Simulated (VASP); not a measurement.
Crystal: CdS.

```
Cd S
1.0
     0.00000    2.75324    2.75324
     2.75324    0.00000    2.75324
     2.75324    2.75324    0.00000
Cd S
1 1
Direct
  0.00000 0.00000 0.00000
  0.50000 0.50000 0.50000
```

| Property | Result |
| --- | --- |
| Program | VASP 6.6.1 |
| Task | relaxation of cell and atoms |
| Functional | B3LYP |
| Potentials or basis | VASP PAW PBE potentials, release 64 (Cd, S) |
| Cutoff | 600 eV |
| k mesh | 4 × 4 × 4 |
| Occupations | fermi-dirac, width 0.05 eV |
| Spin | no spin polarisation |

At the start: pressure 2.2 GPa; volume 20.87 Å³/atom.

Problem. How do energy, volume and symmetry change on relaxing?

Solution. Over 3 steps the energy falls by 4.2 meV/atom and the volume is 21.49 Å³/atom (+3.0 %); space group Fm-3m (No. 225, to 0.1 Å) before and after.

Step by step:
```
step  energy change (eV)  largest force (eV/Å)  pressure (GPa)  volume (Å³)
   1              0.0000                0.0000            2.23        41.74
   2             -0.0070                0.0000           -0.87        43.52
   3             -0.0084                0.0000           -0.01        42.98
```

Final structure:
```
CELL_PARAMETERS angstrom
0.00000 2.78028 2.78028
2.78028 0.00000 2.78028
2.78028 2.78028 0.00000
ATOMIC_POSITIONS crystal
Cd 0.00000 0.00000 0.00000
S 0.50000 0.50000 0.50000
```

Caveat: the k points lie up to 0.49 Å⁻¹ apart in the final cell; the PAW data sets were made with another functional, which shifts forces and pressure a little.
